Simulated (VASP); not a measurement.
# Ir (Fd-3m) in VASP: notebook

Ir is run at these levels: PBE; tasks: single point, relaxation of cell and atoms.

Everything below comes from runs of VASP 6.6.1. Logs are shortened: lines on timing, memory, paths and dates and some standing lists are left out, and cuts for length are marked.

## Step 1: The cell of the first run

Symmetry: Fd-3m, No. 227, cubic system. Conventional cell: a = 4.978 Å, b = 4.978 Å, c = 4.978 Å, α = 90.00°, β = 90.00°, γ = 90.00°. Within 2.9 Å of Ir (site symmetry -43m) lie 4 Ir at 2.16 Å.

## Step 2: Single point, PBE

INCAR

```
  PREC = Accurate
  ENCUT = 520
  EDIFF = 1E-6
  ISMEAR = -1
  SIGMA = 0.08
  LREAL = F
  LASPH = T
  NELM = 100
  ALGO = Normal
  ISIF = 2
  LWAVE = F
  LCHARG = F
  GGA = PE
  NBANDS = 16
```

KPOINTS

```
Automatic mesh
0
Gamma
  14 14 14
```

POSCAR

```
Ir
1.0
    0.0000000000      2.4888354760      2.4888354760
    2.4888354760      0.0000000000      2.4888354760
    2.4888354760      2.4888354760      0.0000000000
Ir
2
Direct
   -0.1250000000     -0.1250000000     -0.1250000000
    0.1250000000      0.1250000000      0.1250000000
```

Potentials or basis: VASP PAW PBE potentials, release 64 (Ir).

Started as:

```bash
$ cat potpaw_PBE.64/Ir/POTCAR > POTCAR
$ mpirun -np 1 vasp_std > vasp.out
```

OUTCAR:

```text
PREC = Accurate
   ENCUT = 520
   EDIFF = 1E-6
   ISMEAR = -1
   LREAL = F
   LASPH = T
   NELM = 100
   ISIF = 2
   GGA = PE

 ion  position               nearest neighbor table
   1  0.875  0.875  0.875-   2 2.16   2 2.16   2 2.16   2 2.16
   2  0.125  0.125  0.125-   1 2.16   1 2.16   1 2.16   1 2.16

  LATTYP: Found a face centered cubic cell.
 ALAT       =     4.9776709520

  Lattice vectors:

 A1 = (   0.0000000000,   2.4888354760,   2.4888354760)
 A2 = (   2.4888354760,   0.0000000000,   2.4888354760)
 A3 = (   2.4888354760,   2.4888354760,   0.0000000000)

Analysis of symmetry for initial positions (statically):
=====================================================================
 Subroutine PRICEL returns:
 Original cell was already a primitive cell.

 Routine SETGRP: Setting up the symmetry group for a
 face centered cubic supercell.

 Subroutine GETGRP returns: Found 48 space group operations
 (whereof 12 operations were pure point group operations)
 out of a pool of 48 trial point group operations.

The static configuration has the point symmetry D_3d.
 The point group associated with its full space group is O_h .

Analysis of symmetry for dynamics (positions and initial velocities):
=====================================================================
 Subroutine PRICEL returns:
 Original cell was already a primitive cell.

 Routine SETGRP: Setting up the symmetry group for a
 face centered cubic supercell.

 Subroutine GETGRP returns: Found 48 space group operations
 (whereof 12 operations were pure point group operations)
 out of a pool of 48 trial point group operations.

The dynamic configuration has the point symmetry D_3d.
 The point group associated with its full space group is O_h .

 Subroutine INISYM returns: Found 48 space group operations
 (whereof 12 operations are pure point group operations),
 and found     1 'primitive' translations

----------------------------------------------------------------------------------------

                                     Primitive cell

  volume of cell :      30.8332

  direct lattice vectors                    reciprocal lattice vectors
     0.000000000  2.488835476  2.488835476    -0.200897169  0.200897169  0.200897169
     2.488835476  0.000000000  2.488835476     0.200897169 -0.200897169  0.200897169
[... 83 lines left out ...]
   ENCUT  =  520.0 eV  38.22 Ry    6.18 a.u.   6.54  6.54  6.54*2*pi/ulx,y,z
   NELM   =    100;   NELMIN=  2; NELMDL= -5     # of ELM steps
   EDIFF  = 0.1E-05   stopping-criterion for ELM
   LREAL  =      F    real-space projection
   EDIFFG = 0.1E-04   stopping-criterion for IOM
   NSW    =      0    number of steps for IOM
   IBRION =     -1    ionic relax: 0-MD 1-quasi-New 2-CG
   NFREE  =      0    steps in history (QN), initial steepest desc. (CG)
   ISIF   =      2    stress and relaxation
   ISYM   =      2    0-nonsym 1-usesym 2-fastsym
   POTIM  = 0.5000    time-step for ionic-motion
   TEBEG  =    0.0;   TEEND  =   0.0 temperature during run
   PSTRESS=    0.0 pullay stress
   NELECT =      18.0000    total number of electrons
   NUPDOWN=      -1.0000    fix difference up-down
   EMIN   =  10.00;   EMAX   =-10.00  energy-range for DOS
   EFERMI =   0.00;   METHOD = LEGACY
   ISMEAR =    -1;   SIGMA  =   0.08  broadening in eV -4-tet -1-fermi 0-gaus
   EFERMI_NEDOS =   21; number of points for ismear=-14 and -15
   IALGO  =     38    algorithm
   IMIX   =      4    mixing-type and parameters
     AMIX     =   0.40;   BMIX     =  1.00
     AMIX_MAG =   1.60;   BMIX_MAG =  1.00
  volume/ion in A,a.u.               =      15.42       104.04
  Fermi-wavevector in a.u.,A,eV,Ry     =   1.368231  2.585582 25.470875  1.872057
  Thomas-Fermi vector in A             =   2.494214
   LORBIT       =      0    0 simple, 1 ext, 2 COOP (PROOUT), +10 PAW based schemes
   GGA     = PE    functional components
   LHFCALC =     F    Hartree Fock is set to
   AEXX    =    0.0000 exact exchange contribution
   IVDW    =     0    specifies the selected vdW correction
   LEPSILON=     F    determine dielectric tensor
   LRPA    =     F    only Hartree local field effects (RPA)
 non-spin polarized calculation
  energy-cutoff  :      520.00
  volume of cell :       30.83
 maximum number of plane-waves:       869
 NGX is ok and might be reduce to    28
   NGX = 13   NGY = 13   NGZ = 13

 number of electron      17.9999998 magnetization

 Free energy of the ion-electron system (eV)
  ---------------------------------------------------
  ext. energy  EPLUGINS =         0.00000000
  ---------------------------------------------------
  free energy    TOTEN  =       -12.00688289 eV

  energy without entropy =      -11.98231977  energy(sigma->0) =      -11.99460133

 E-fermi :   9.9275     XC(G=0): -13.0296

 val. band max:        9.9135644264   @ k =  -0.2857   0.1429   0.0000
 cond. band min:       9.9285259050   @ k =   0.4286   0.2857   0.0000
 fundamental gap:      0.0149614786
 Fermi energy:         9.9274664549

 k-point     1 :       0.0000    0.0000    0.0000
  band No.  band energies     occupation
      1      -0.7514      2.00000
      2       2.0336      2.00000
      3       2.0336      2.00000
      4       3.2896      2.00000
      5       3.2896      2.00000
      6       3.2896      2.00000
[... 433 lines left out ...]
      3       2.5839      2.00000
      4       2.9988      2.00000
      5       3.2641      2.00000
      6       4.5925      2.00000
[... 8 lines left out ...]
     15      22.3587      0.00000
     16      23.7531      0.00000

 [... further k-points ...]

------------------------ aborting loop because EDIFF is reached ----------------------------------------

  FORCE on cell =-STRESS in cart. coord.  units (eV):
  Direction    XX          YY          ZZ          XY          YZ          ZX
  --------------------------------------------------------------------------------------
  -------------------------------------------------------------------------------------
  Total       25.3822466     25.3822466     25.3822466     -0.0000000      0.0000000      0.0000000
  in kB     1318.9310115   1318.9310115   1318.9310115     -0.0000000      0.0000000      0.0000000
  external PRESSURE =    1318.9310115 kB  Pullay stress =       0.0000000 kB

 VOLUME and BASIS-vectors are now :
 -----------------------------------------------------------------------------
  energy-cutoff  :      520.00
  volume of cell :       30.83
      direct lattice vectors                 reciprocal lattice vectors
     0.000000000  2.488835476  2.488835476    -0.200897169  0.200897169  0.200897169
     2.488835476  0.000000000  2.488835476     0.200897169 -0.200897169  0.200897169
     2.488835476  2.488835476  0.000000000     0.200897169  0.200897169 -0.200897169

 POSITION                                       TOTAL-FORCE (eV/Angst)
 -----------------------------------------------------------------------------------
      4.35546      4.35546      4.35546        -0.000000     -0.000000     -0.000000
      0.62221      0.62221      0.62221         0.000000      0.000000      0.000000
 -----------------------------------------------------------------------------------
    total drift:                                0.000000     -0.000000     -0.000000

  FREE ENERGIE OF THE ION-ELECTRON SYSTEM (eV)
  ---------------------------------------------------
  free  energy   TOTEN  =       -12.0068828918 eV

  energy  without entropy=      -11.9823197692  energy(sigma->0) =      -11.99460133
```

OSZICAR:

```text
N       E                     dE             d eps       ncg     rms          rms(c)
DAV:   1     0.154764271657E+03    0.15476E+03   -0.84759E+03  3328   0.112E+03
DAV:   2    -0.866584784654E+01   -0.16343E+03   -0.14659E+03  3336   0.308E+02
DAV:   3    -0.126873985336E+02   -0.40216E+01   -0.39927E+01  4368   0.589E+01
DAV:   4    -0.127315661969E+02   -0.44168E-01   -0.44161E-01  3912   0.533E+00
DAV:   5    -0.127328173398E+02   -0.12511E-02   -0.12511E-02  4672   0.934E-01    0.317E+01
DAV:   6    -0.122260896360E+02    0.50673E+00   -0.33204E-01  4280   0.680E+00    0.169E+01
DAV:   7    -0.120165813444E+02    0.20951E+00   -0.17026E-01  4904   0.435E+00    0.202E+00
DAV:   8    -0.120068616287E+02    0.97197E-02   -0.19776E-02  4080   0.160E+00    0.240E-01
DAV:   9    -0.120068525897E+02    0.90390E-05   -0.33180E-04  4304   0.162E-01    0.551E-02
DAV:  10    -0.120068803044E+02   -0.27715E-04   -0.26275E-05  4240   0.405E-02    0.629E-03
DAV:  11    -0.120068824904E+02   -0.21860E-05   -0.15446E-06  3256   0.140E-02    0.306E-03
DAV:  12    -0.120068828918E+02   -0.40145E-06   -0.28095E-07  2328   0.454E-03
   1 F= -.12006883E+02 E0= -.11994601E+02  d E =-.245631E-01
```

Wall time 1.8 min (1 thread of Intel Xeon 8259CL, shared host); peak memory 0.19 GiB.

What came out:

```
Free energy            : -12.0069 eV
Pressure               : 131.9 GPa
Band gap on the k mesh : zero (band 9 reaches 11.74 eV, above the bottom of band 10 at 9.24 eV)
```

Caveat: spin-orbit coupling is left out, which moves the levels of the heavy elements.

## Step 3: Single point, PBE

INCAR

```
SYSTEM = Ir
PREC = Accurate
ENCUT = 520
EDIFF = 1E-7
ISMEAR = -1
SIGMA = 0.08
LREAL = .FALSE.
LASPH = .TRUE.
NELM = 80
ALGO = Normal
ISIF = 2
LWAVE = .FALSE.
LCHARG = .TRUE.
GGA = PE
LELF = .TRUE.
LVHAR = .TRUE.
NBANDS = 16
```

KPOINTS

```
Automatic mesh
0
G
  14 14 14
  0 0 0
```

POSCAR

```
Ir
1.0
    0.0000000000      2.4887352396      2.4887352396
    2.4887352396      0.0000000000      2.4887352396
    2.4887352396      2.4887352396      0.0000000000
Ir
2
Direct
   -0.1250000000     -0.1250000000     -0.1250000000
    0.1250000000      0.1250000000      0.1250000000
```

Potentials or basis: VASP PAW PBE potentials, release 64 (Ir).

Started as:

```bash
$ cat potpaw_PBE.64/Ir/POTCAR > POTCAR
$ mpirun -np 1 vasp_std > vasp.out
```

It took 2 min on 1 thread of Intel Xeon 8259CL, shared host; peak memory 0.19 GiB.

Results (log left out):

* Free energy: -12.0038 eV
* Pressure: 132.0 GPa
* Band gap on the k mesh: zero (band 9 reaches 11.74 eV, above the bottom of band 10 at 9.25 eV)

Levels at points of the mesh, in eV from the Fermi level:
```csv
k point,band 6,band 7,band 8,band 9,band 10,band 11,band 12,band 13
"(0.00, 0.00, 0.00)",-6.64,-2.56,-2.56,-2.56,1.75,1.75,11.68,12.61
"(0.50, 0.00, 0.00)",-7.19,-3.04,-1.23,-1.23,0.67,0.67,2.18,9.85
"(0.50, 0.50, 0.00)",-4.56,-3.90,-3.90,1.12,1.12,2.82,2.82,4.14
```

Caveat: spin-orbit coupling is left out, which moves the levels of the heavy elements.

## Step 4: Relaxation of cell and atoms, PBE, target pressure 140 GPa, at which the enthalpy is minimised

This run uses another cell than the first one, of 13.34 Å³/atom, 0.865 times its volume.

INCAR

```
PREC = Accurate ; ENCUT = 600
EDIFF = 1E-6 ; ISMEAR = -1
SIGMA = 0.08 ; LREAL = F
LASPH = T ; NELM = 60
ALGO = Normal ; ISIF = 3
LWAVE = F ; LCHARG = F
GGA = PE ; IBRION = 2
NSW = 60 ; EDIFFG = -0.005
PSTRESS = 1400.0
```

KPOINTS

```
Automatic mesh
0
Gamma
  14 14 14
```

POSCAR

```
Ir
1.0
    0.0000000000      2.3716317621      2.3716317621
    2.3716317621      0.0000000000      2.3716317621
    2.3716317621      2.3716317621      0.0000000000
Ir
2
Direct
   -0.1250000000     -0.1250000000     -0.1250000000
    0.1250000000      0.1250000000      0.1250000000
```

Started as:

```bash
$ cat potpaw_PBE.64/Ir/POTCAR > POTCAR
$ mpirun -np 1 vasp_std > vasp.out
```

Wall time 3.4 min (1 thread of Intel Xeon 6975P-C, shared host); peak memory 0.2 GiB.

The run converged. Its results:

| Item | Value |
| --- | --- |
| Free energy | -11.7034 eV |
| Relaxed volume | 15.24 Å³/atom |
| Relaxed cell | a = 3.506 Å, b = 3.506 Å, c = 3.506 Å, α = 60.00°, β = 60.00°, γ = 60.00° |
| Space group after relaxing (to 0.05 Å) | Fd-3m (No. 227) |
| Energy change on relaxing (the enthalpy is what falls) | -2281.7 meV/atom |
| Ionic steps | 8 |
| Pressure after relaxing | 140.0 GPa |
| Band gap on the k mesh | zero (band 9 reaches 11.96 eV, above the bottom of band 10 at 9.43 eV) |

The path:
```
step  energy change (eV)  largest force (eV/Å)  pressure (GPa)  volume (Å³)
   1              0.0000                0.0000          255.19        26.68
   2             -3.1446                0.0000          -20.76        83.48
   3             -6.7525                0.0000           78.94        33.75
   4             -4.8203                0.0000          133.17        30.78
   5             -4.5603                0.0000          140.08        30.47
   6             -4.6292                0.0000          138.25        30.55
   7             -4.0854                0.0000          152.56        29.95
   8             -4.5635                0.0000          139.99        30.48
```

Final structure:
```
Ir
1.0
     0.00000    2.47918    2.47918
     2.47918    0.00000    2.47918
     2.47918    2.47918    0.00000
Ir
2
Direct
  0.87500 0.87500 0.87500
  0.12500 0.12500 0.12500
```

Levels at points of the mesh, in eV from the Fermi level:
| k point | band 6 | band 7 | band 8 | band 9 | band 10 | band 11 | band 12 | band 13 |
| --- | --- | --- | --- | --- | --- | --- | --- | --- |
| (0.00, 0.00, 0.00) | -6.71 | -2.59 | -2.59 | -2.59 | 1.79 | 1.79 | 11.68 | 13.09 |
| (0.50, 0.00, 0.00) | -7.28 | -3.07 | -1.23 | -1.23 | 0.69 | 0.69 | 2.21 | 9.86 |
| (0.50, 0.50, 0.00) | -4.57 | -3.96 | -3.96 | 1.14 | 1.14 | 2.86 | 2.86 | 4.17 |

Caveat: the cell is relaxed towards a set pressure, so the enthalpy falls and the energy may rise; spin-orbit coupling is left out, which moves the levels of the heavy elements.

## Step 5: Relaxation of cell and atoms, PBE, target pressure 140 GPa, at which the enthalpy is minimised

INCAR

```
SYSTEM = Ir
PREC     = Accurate       ! precision mode
ENCUT    = 600            ! plane-wave cutoff, eV
EDIFF    = 1E-6           ! SCF threshold, eV
ISMEAR   = -1             ! smearing method
SIGMA    = 0.08           ! smearing width, eV
LREAL    = .FALSE.        ! projectors in reciprocal space
LASPH    = .TRUE.         ! aspherical terms in the spheres
NELM     = 80             ! most SCF steps
ALGO     = Normal         ! electronic algorithm
ISIF     = 3              ! what is computed and relaxed
LWAVE    = .FALSE.        ! write WAVECAR
LCHARG   = .FALSE.        ! write CHGCAR
GGA      = PE             ! functional
IBRION   = 2              ! ionic algorithm
NSW      = 32             ! ionic steps
EDIFFG   = -0.005         ! ionic threshold
PSTRESS  = 1400.0
```

KPOINTS

```
Automatic mesh
0
G
  14 14 14
  0 0 0
```

POSCAR

```
Ir
1.0
    0.0000000000      2.4888354760      2.4888354760
    2.4888354760      0.0000000000      2.4888354760
    2.4888354760      2.4888354760      0.0000000000
Ir
2
Direct
   -0.1250000000     -0.1250000000     -0.1250000000
    0.1250000000      0.1250000000      0.1250000000
```

Started as:

```bash
$ cat potpaw_PBE.64/Ir/POTCAR > POTCAR
$ mpirun -np 1 vasp_std > vasp.out
```

It took 1.8 min on 1 thread of Intel Xeon 6975P-C, shared host; peak memory 0.2 GiB.

It converged, with:

* Free energy: -11.7057 eV
* Relaxed volume: 15.24 Å³/atom
* Relaxed cell: a = 3.506 Å, b = 3.506 Å, c = 3.506 Å, α = 60.00°, β = 60.00°, γ = 60.00°
* Space group after relaxing (to 0.05 Å): Fd-3m (No. 227)
* Energy change on relaxing (the enthalpy is what falls): +150.7 meV/atom
* Ionic steps: 4
* Pressure after relaxing: 140.0 GPa
* Band gap on the k mesh: zero (band 9 reaches 11.96 eV, above the bottom of band 10 at 9.43 eV)

The path:
```csv
step,energy change (eV),largest force (eV/Å),pressure (GPa),volume (Å³)
1,0.0000,0.0000,131.96,30.83
2,3.6259,0.0000,224.62,27.51
3,0.2850,0.0000,139.53,30.50
4,0.3013,0.0000,139.96,30.48
```

Final structure:
```
Ir
1.0
     0.00000    2.47924    2.47924
     2.47924    0.00000    2.47924
     2.47924    2.47924    0.00000
Ir
2
Direct
  0.87500 0.87500 0.87500
  0.12500 0.12500 0.12500
```

Levels at points of the mesh, in eV from the Fermi level:
```
           k point  band 6  band 7  band 8  band 9  band 10  band 11  band 12  band 13
(0.00, 0.00, 0.00)   -6.71   -2.59   -2.59   -2.59     1.79     1.79    11.68    12.69
(0.50, 0.00, 0.00)   -7.28   -3.07   -1.23   -1.23     0.69     0.69     2.21     9.86
(0.50, 0.50, 0.00)   -4.57   -3.96   -3.96    1.14     1.14     2.86     2.86     4.17
```

Caveat: the cell is relaxed towards a set pressure, so the enthalpy falls and the energy may rise; spin-orbit coupling is left out, which moves the levels of the heavy elements.

## Step 6: Overview

```csv
task,cell,cutoff (eV),gap on the mesh (eV),pressure (GPa)
single point,"a = 3.520 Å, angles 60.0°, 2 atoms",520,none,132.0
relaxation of cell and atoms,"relaxed to 140 GPa from a = 3.354 Å, angles 60.0°, 2 atoms",600,none,140.0
relaxation of cell and atoms,"relaxed to 140 GPa from a = 3.520 Å, angles 60.0°, 2 atoms",600,none,140.0
```

Alike in all rows: level PBE; potentials or basis VASP PAW PBE potentials, release 64 (Ir); no spin polarisation; k mesh 14 × 14 × 14; smearing fermi-dirac 0.08 eV.

Caveats: spin-orbit coupling is left out, which moves the levels of the heavy elements; the cell is relaxed towards a set pressure, so the enthalpy falls and the energy may rise (some runs).

Absolute energies hang on the potentials; compare differences alone.
